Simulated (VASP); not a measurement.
# AlH5 (P-43m) in VASP: a series of runs

Runs on AlH5. Level: PBE. Tasks: single point, relaxation of cell and atoms.

All numbers are computed with VASP 6.6.1; they aren't measurements. Logs are shortened: lines on timing, memory, paths and dates and some standing lists are left out, and cuts for length are marked.

## (1) The cell of the first run

The structure is cubic, space group P-43m (No. 215). Conventional cell: a = 3.461 Å, b = 3.461 Å, c = 3.461 Å, α = 90.00°, β = 90.00°, γ = 90.00°. Within 2.2 Å of Al (site symmetry -43m) lie 4 H at 1.68 Å. Within 1.8 Å of H (site symmetry 3m) lie 1 H at 1.32 Å and 1 Al at 1.68 Å. Within 1.8 Å of H (site symmetry -43m) lie 4 H at 1.32 Å.

## (2) Single point, PBE

Contents of INCAR:

```
SYSTEM = AlH5
  PREC = Accurate
  ENCUT = 500
  EDIFF = 1E-6
  ISMEAR = 0
  SIGMA = 0.1
  LREAL = .FALSE.
  LASPH = .TRUE.
  NELM = 120
  ALGO = Normal
  ISIF = 2
  LWAVE = .FALSE.
  LCHARG = .FALSE.
  GGA = PE
  NBANDS = 13
  GGA_COMPAT = .FALSE.
```

Contents of KPOINTS:

```
regular mesh
0
G
  4 4 4
  0 0 0
```

Contents of POSCAR:

```
AlH5
1.0
    3.4614864630      0.0000000000      0.0000000000
    0.0000000000      3.4614864630      0.0000000000
    0.0000000000      0.0000000000      3.4614864630
Al H
1 5
Direct
    0.0000000000      0.0000000000      0.0000000000
    0.2805429734      0.2805429734      0.2805429734
    0.7194570266      0.7194570266      0.2805429734
    0.7194570266      0.2805429734      0.7194570266
    0.2805429734      0.7194570266      0.7194570266
    0.5000000000      0.5000000000      0.5000000000
```

Potentials or basis: VASP PAW PBE potentials, release 64 (Al, H).

On the command line:

```
$ cat potpaw_PBE.64/Al/POTCAR potpaw_PBE.64/H/POTCAR > POTCAR
$ mpirun -np 1 vasp_std > vasp.out
```

OUTCAR:

```text
SYSTEM = AlH5
   PREC = Accurate
   ENCUT = 500
   EDIFF = 1E-6
   ISMEAR = 0
   LREAL = .FALSE.
   LASPH = .TRUE.
   NELM = 120
   ISIF = 2
   GGA = PE

 ion  position               nearest neighbor table
   1  0.000  0.000  0.000-   2 1.68   3 1.68   4 1.68   5 1.68
   2  0.281  0.281  0.281-   1 1.68
   3  0.719  0.719  0.281-   1 1.68
   4  0.719  0.281  0.719-   1 1.68
   5  0.281  0.719  0.719-   1 1.68
   6  0.500  0.500  0.500-

  LATTYP: Found a simple cubic cell.
 ALAT       =     3.4614864630

  Lattice vectors:

 A1 = (   3.4614864630,   0.0000000000,   0.0000000000)
 A2 = (   0.0000000000,   3.4614864630,   0.0000000000)
 A3 = (   0.0000000000,   0.0000000000,   3.4614864630)

Analysis of symmetry for initial positions (statically):
=====================================================================
 Subroutine PRICEL returns:
 Original cell was already a primitive cell.

 Routine SETGRP: Setting up the symmetry group for a
 simple cubic supercell.

 Subroutine GETGRP returns: Found 24 space group operations
 (whereof 24 operations were pure point group operations)
 out of a pool of 48 trial point group operations.

The static configuration has the point symmetry T_d .

Analysis of symmetry for dynamics (positions and initial velocities):
=====================================================================
 Subroutine PRICEL returns:
 Original cell was already a primitive cell.

 Routine SETGRP: Setting up the symmetry group for a
 simple cubic supercell.

 Subroutine GETGRP returns: Found 24 space group operations
 (whereof 24 operations were pure point group operations)
 out of a pool of 48 trial point group operations.

The dynamic configuration has the point symmetry T_d .

 Subroutine INISYM returns: Found 24 space group operations
 (whereof 24 operations are pure point group operations),
 and found     1 'primitive' translations

----------------------------------------------------------------------------------------

                                     Primitive cell

  volume of cell :      41.4751

  direct lattice vectors                    reciprocal lattice vectors
     3.461486463  0.000000000  0.000000000     0.288893229  0.000000000  0.000000000
     0.000000000  3.461486463  0.000000000     0.000000000  0.288893229  0.000000000
     0.000000000  0.000000000  3.461486463     0.000000000  0.000000000  0.288893229

  length of vectors
     3.461486463  3.461486463  3.461486463     0.288893229  0.288893229  0.288893229

  position of ions in fractional coordinates (direct lattice)
     0.000000000  0.000000000  0.000000000
     0.280542973  0.280542973  0.280542973
     0.719457027  0.719457027  0.280542973
     0.719457027  0.280542973  0.719457027
     0.280542973  0.719457027  0.719457027
     0.500000000  0.500000000  0.500000000

  ion indices of the primitive-cell ions
   primitive index   ion index
                 1           1
                 2           2
                 3           3
                 4           4
                 5           5
                 6           6

----------------------------------------------------------------------------------------

 KPOINTS: regular mesh

Automatic generation of k-mesh.
 Grid dimensions read from file:
 generate k-points for:    4    4    4

 Generating k-lattice:

  Cartesian coordinates                     Fractional coordinates (reciprocal lattice)
     0.072223307  0.000000000  0.000000000     0.250000000  0.000000000  0.000000000
     0.000000000  0.072223307  0.000000000     0.000000000  0.250000000  0.000000000
     0.000000000  0.000000000  0.072223307     0.000000000  0.000000000  0.250000000

  Length of vectors
     0.072223307  0.072223307  0.072223307

  Shift w.r.t. Gamma in fractional coordinates (k-lattice)
     0.000000000  0.000000000  0.000000000

 Subroutine IBZKPT returns following result:
 ===========================================

 Found     10 irreducible k-points:

 Following reciprocal coordinates:
            Coordinates               Weight
  0.000000  0.000000  0.000000      1.000000
  0.250000  0.000000  0.000000      6.000000
  0.500000  0.000000  0.000000      3.000000
  0.250000  0.250000  0.000000     12.000000
  0.500000  0.250000  0.000000     12.000000
  0.500000  0.500000  0.000000      3.000000
  0.250000  0.250000  0.250000      8.000000
  0.500000  0.250000  0.250000     12.000000
  0.500000  0.500000  0.250000      6.000000
  0.500000  0.500000  0.500000      1.000000
   k-points           NKPTS =     10   k-points in BZ     NKDIM =     10   number of bands    NBANDS=     13
   number of dos      NEDOS =    301   number of ions     NIONS =      6
   total plane-waves  NPLWV =  21952
   dimension x,y,z NGX =    28 NGY =   28 NGZ =   28
   dimension x,y,z NGXF=    56 NGYF=   56 NGZF=   56
   ions per type =               1   5
   NGX,Y,Z   is equivalent  to a cutoff of  13.45, 13.45, 13.45 a.u.
   NGXF,Y,Z  is equivalent  to a cutoff of  26.90, 26.90, 26.90 a.u.
 SYSTEM =  AlH5
   PREC   = accura    normal or accurate (medium, high low for compatibility)
   ISTART =      0    job   : 0-new  1-cont  2-samecut
   ICHARG =      2    charge: 1-file 2-atom 10-const
   ISPIN  =      1    spin polarized calculation?
   LNONCOLLINEAR =      F non collinear calculations
   LSORBIT =      F    spin-orbit coupling
   LASPH  =      T    aspherical Exc in radial PAW
   ENCUT  =  500.0 eV  36.75 Ry    6.06 a.u.   6.31  6.31  6.31*2*pi/ulx,y,z
   NELM   =    120;   NELMIN=  2; NELMDL= -5     # of ELM steps
   EDIFF  = 0.1E-05   stopping-criterion for ELM
   LREAL  =      F    real-space projection
   EDIFFG = 0.1E-04   stopping-criterion for IOM
   NSW    =      0    number of steps for IOM
   IBRION =     -1    ionic relax: 0-MD 1-quasi-New 2-CG
   NFREE  =      0    steps in history (QN), initial steepest desc. (CG)
   ISIF   =      2    stress and relaxation
   ISYM   =      2    0-nonsym 1-usesym 2-fastsym
   POTIM  = 0.5000    time-step for ionic-motion
   TEBEG  =    0.0;   TEEND  =   0.0 temperature during run
   PSTRESS=    0.0 pullay stress
   NELECT =       8.0000    total number of electrons
   NUPDOWN=      -1.0000    fix difference up-down
   EMIN   =  10.00;   EMAX   =-10.00  energy-range for DOS
   EFERMI =   0.00;   METHOD = LEGACY
   ISMEAR =     0;   SIGMA  =   0.10  broadening in eV -4-tet -1-fermi 0-gaus
   EFERMI_NEDOS =   21; number of points for ismear=-14 and -15
   IALGO  =     38    algorithm
   IMIX   =      4    mixing-type and parameters
     AMIX     =   0.40;   BMIX     =  1.00
     AMIX_MAG =   1.60;   BMIX_MAG =  1.00
  volume/ion in A,a.u.               =       6.91        46.65
  Fermi-wavevector in a.u.,A,eV,Ry     =   0.945893  1.787479 12.173327  0.894714
  Thomas-Fermi vector in A             =   2.073839
   LORBIT       =      0    0 simple, 1 ext, 2 COOP (PROOUT), +10 PAW based schemes
   GGA     = PE    functional components
   LHFCALC =     F    Hartree Fock is set to
   AEXX    =    0.0000 exact exchange contribution
   IVDW    =     0    specifies the selected vdW correction
   LEPSILON=     F    determine dielectric tensor
   LRPA    =     F    only Hartree local field effects (RPA)
 non-spin polarized calculation
 Gauss-broadening in eV      SIGMA  =   0.10
  energy-cutoff  :      500.00
  volume of cell :       41.48
 maximum number of plane-waves:      1074
 NGX is ok and might be reduce to    28
   NGX = 13   NGY = 13   NGZ = 13

 number of electron       8.0000000 magnetization

 Free energy of the ion-electron system (eV)
  ---------------------------------------------------
  ext. energy  EPLUGINS =         0.00000000
  ---------------------------------------------------
  free energy    TOTEN  =       -17.99683472 eV

  energy without entropy =      -17.99185808  energy(sigma->0) =      -17.99434640

 E-fermi :   1.6163     XC(G=0):  -9.1484

 val. band max:        1.5660511650   @ k =   0.5000   0.0000   0.0000
 cond. band min:       1.6285420983   @ k =   0.0000   0.0000   0.0000
 fundamental gap:      0.0624909333
 Fermi energy:         1.6163211556

 k-point     1 :       0.0000    0.0000    0.0000
  band No.  band energies     occupation
      1      -8.5676      2.00000
      2       0.9383      2.00000
      3       0.9383      2.00000
      4       0.9383      2.00000
      5       1.6285      0.86278
      6       7.6571      0.00000
      7       7.6571      0.00000
      8      13.3963      0.00000
      9      13.3963      0.00000
     10      13.3963      0.00000
     11      16.4697      0.00000
     12      16.8240      0.00000
     13      16.8240      0.00000

 k-point     2 :       0.2500    0.0000    0.0000
  band No.  band energies     occupation
      1      -7.8797      2.00000
      2      -2.3476      2.00000
      3       1.2268      2.00000
      4       1.2268      2.00000
      5       3.4599      0.00000
      6       8.3419      0.00000
      7      10.0506      0.00000
      8      11.0257      0.00000
      9      11.0257      0.00000
     10      11.8163      0.00000
     11      15.2107      0.00000
     12      15.7333      0.00000
     13      18.0068      0.00000
[... 97 lines left out ...]
 k-point     9 :       0.5000    0.5000    0.2500
  band No.  band energies     occupation
      1      -4.4640      2.00000
      2      -2.0936      2.00000
      3      -1.6712      2.00000
      4      -1.6712      2.00000
      5       3.5430      0.00000
      6       5.9474      0.00000
      7       6.1794      0.00000
      8       6.1794      0.00000
      9      13.5037      0.00000
     10      16.9150      0.00000
     11      17.3693      0.00000
     12      17.3693      0.00000
     13      21.4142      0.00000

 k-point    10 :       0.5000    0.5000    0.5000
  band No.  band energies     occupation
      1      -4.0105      2.00000
      2      -1.0457      2.00000
      3      -1.0457      2.00000
      4      -1.0457      2.00000
      5       1.2519      2.00000
      6       4.2610      0.00000
      7       4.2610      0.00000
      8       4.2610      0.00000
      9      16.2272      0.00000
     10      21.5848      0.00000
     11      21.5848      0.00000
     12      21.5848      0.00000
     13      21.8214      0.00000

------------------------ aborting loop because EDIFF is reached ----------------------------------------

  FORCE on cell =-STRESS in cart. coord.  units (eV):
  Direction    XX          YY          ZZ          XY          YZ          ZX
  --------------------------------------------------------------------------------------
  -------------------------------------------------------------------------------------
  Total       -0.0503690     -0.0503690     -0.0503690     -0.0000000     -0.0000000      0.0000000
  in kB       -1.9457457     -1.9457457     -1.9457457     -0.0000000     -0.0000000      0.0000000
  external PRESSURE =      -1.9457457 kB  Pullay stress =       0.0000000 kB

 VOLUME and BASIS-vectors are now :
 -----------------------------------------------------------------------------
  energy-cutoff  :      500.00
  volume of cell :       41.48
      direct lattice vectors                 reciprocal lattice vectors
     3.461486463  0.000000000  0.000000000     0.288893229  0.000000000  0.000000000
     0.000000000  3.461486463  0.000000000     0.000000000  0.288893229  0.000000000
     0.000000000  0.000000000  3.461486463     0.000000000  0.000000000  0.288893229

 POSITION                                       TOTAL-FORCE (eV/Angst)
 -----------------------------------------------------------------------------------
      0.00000      0.00000      0.00000        -0.000000      0.000000     -0.000000
      0.97110      0.97110      0.97110         0.021714      0.021714      0.021714
      2.49039      2.49039      0.97110        -0.021714     -0.021714      0.021714
      2.49039      0.97110      2.49039        -0.021714      0.021714     -0.021714
      0.97110      2.49039      2.49039         0.021714     -0.021714     -0.021714
      1.73074      1.73074      1.73074        -0.000000     -0.000000     -0.000000
 -----------------------------------------------------------------------------------
    total drift:                               -0.000000     -0.000000     -0.000000

  FREE ENERGIE OF THE ION-ELECTRON SYSTEM (eV)
  ---------------------------------------------------
  free  energy   TOTEN  =       -17.9968347186 eV

  energy  without entropy=      -17.9918580796  energy(sigma->0) =      -17.99434640
```

Run time: 17 s. Hardware: 1 thread of Intel Xeon 8259CL, shared host; peak memory 0.15 GiB.

What came out:

* Free energy: -17.9968 eV
* Pressure: -0.2 GPa
* Largest force: 0.038 eV/Å
* Band gap on the k mesh: zero (band 4 reaches 1.57 eV, above the bottom of band 5 at 1.25 eV)

Forces in eV/Å, atoms in the order of the input:
```
Al   0.000  0.000  0.000
H    0.022  0.022  0.022
H   -0.022 -0.022  0.022
H   -0.022  0.022 -0.022
H    0.022 -0.022 -0.022
H    0.000  0.000  0.000
```

Caveat: the k points lie up to 0.45 Å⁻¹ apart.

## (3) Single point, PBE

This run uses another cell than the first one, of 9.03 Å³/atom, 1.307 times its volume.

Contents of INCAR:

```
SYSTEM = AlH5
PREC = Accurate
ENCUT = 500
EDIFF = 1E-6
ISMEAR = 0
SIGMA = 0.1
LREAL = .False.
LASPH = .True.
NELM = 120
ALGO = Normal
ISIF = 2
LWAVE = .False.
LCHARG = .True.
GGA = PE
LELF = .True.
LVHAR = .True.
NBANDS = 13
GGA_COMPAT = .False.
```

Contents of KPOINTS:

```
Automatic mesh
0
Gamma
  4 4 4
  0 0 0
```

Contents of POSCAR:

```
AlH5
1.0
    3.7842855500      0.0000000000      0.0000000000
    0.0000000000      3.7842855500      0.0000000000
    0.0000000000      0.0000000000      3.7842855500
Al H
1 5
Direct
    0.0000000000      0.0000000000      0.0000000000
    0.3305600700      0.3305600700      0.3305600700
    0.6694399300      0.6694399300      0.3305600700
    0.6694399300      0.3305600700      0.6694399300
    0.3305600700      0.6694399300      0.6694399300
    0.5000000000      0.5000000000      0.5000000000
```

Potentials or basis: VASP PAW PBE potentials, release 64 (Al, H).

On the command line:

```
$ cat potpaw_PBE.64/Al/POTCAR potpaw_PBE.64/H/POTCAR > POTCAR
$ mpirun -np 1 vasp_std > vasp.out
```

Run time: 15 s. Hardware: 1 thread of Intel Xeon 8259CL, shared host; peak memory 0.15 GiB.

It converged, with:

- Free energy: -15.5947 eV
- Pressure: -10.3 GPa
- Largest force: 2.388 eV/Å
- Band gap on the k mesh: zero (band 4 reaches 0.86 eV, above the bottom of band 5 at -0.45 eV)

Forces in eV/Å, atoms in the order of the input:
```
Al   0.000  0.000  0.000
H   -1.379 -1.379 -1.379
H    1.379  1.379 -1.379
H    1.379 -1.379  1.379
H   -1.379  1.379  1.379
H    0.000  0.000  0.000
```

Levels at points of the mesh, in eV from the Fermi level:
| k point | band 2 | band 3 | band 4 | band 5 | band 6 | band 7 |
| --- | --- | --- | --- | --- | --- | --- |
| (0.00, 0.00, 0.00) | -2.83 | -0.63 | -0.63 | -0.63 | 5.39 | 5.39 |
| (0.50, 0.00, 0.00) | -5.62 | -0.02 | -0.02 | 1.06 | 3.62 | 5.47 |
| (0.50, 0.50, 0.00) | -3.62 | -3.07 | -3.07 | 2.71 | 4.98 | 5.57 |
| (0.50, 0.50, 0.50) | -2.02 | -2.02 | -2.02 | -1.34 | 1.66 | 1.66 |

Caveat: the k points lie up to 0.42 Å⁻¹ apart; forces of over 1 eV/Å act on the atoms, so gaps and moduli don't describe the material at rest.

(Continued in part 2 of 2.)
